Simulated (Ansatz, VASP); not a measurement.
**InGa3P4 in VASP and in Ansatz**

```
CELL_PARAMETERS angstrom
-2.81022 2.81022 5.61011
2.81022 -2.81022 5.61011
2.81022 2.81022 -5.61011
ATOMIC_POSITIONS crystal
In 0.50000 0.50000 0.00000
Ga 0.75000 0.25000 0.50000
Ga 0.00000 0.00000 0.00000
Ga 0.25000 0.75000 0.50000
P 0.10673 0.63296 0.00000
P 0.36704 0.36704 0.47377
P 0.63296 0.10673 0.00000
P 0.89327 0.89327 0.52623
```

Alike in both runs: functional PBE; k mesh 8 × 8 × 8; occupations gaussian, width 0.02 eV; no spin polarisation.

Ansatz relaxed the structure, and its values are those at the end. VASP's run is a single point on that final structure, the one shown.

|  | VASP | Ansatz |
| --- | --- | --- |
| version | VASP 6.6.1 | Ansatz 0.2.0 |
| potentials or method | VASP PAW PBE potentials, release 64 (In_d, Ga_d, P), cutoff 520 eV | scalar-relativistic, plane waves, PAW |
| valence electrons in the cell | 72 | 72 |

Ansatz gave:

* gap on the k mesh at the Fermi level (eV): 1.16
* least direct gap on the mesh (eV): 1.16
* pressure (GPa): 0.0
* rms of the force components (eV/Å): 0.004

Estimate VASP's values.

gap on the k mesh at the Fermi level (eV): 1.15; least direct gap on the mesh (eV): 1.15; pressure (GPa): 0.0; rms of the force components (eV/Å): 0.005.

The functional is the same, so the differences come from potentials, cutoffs and numerics.
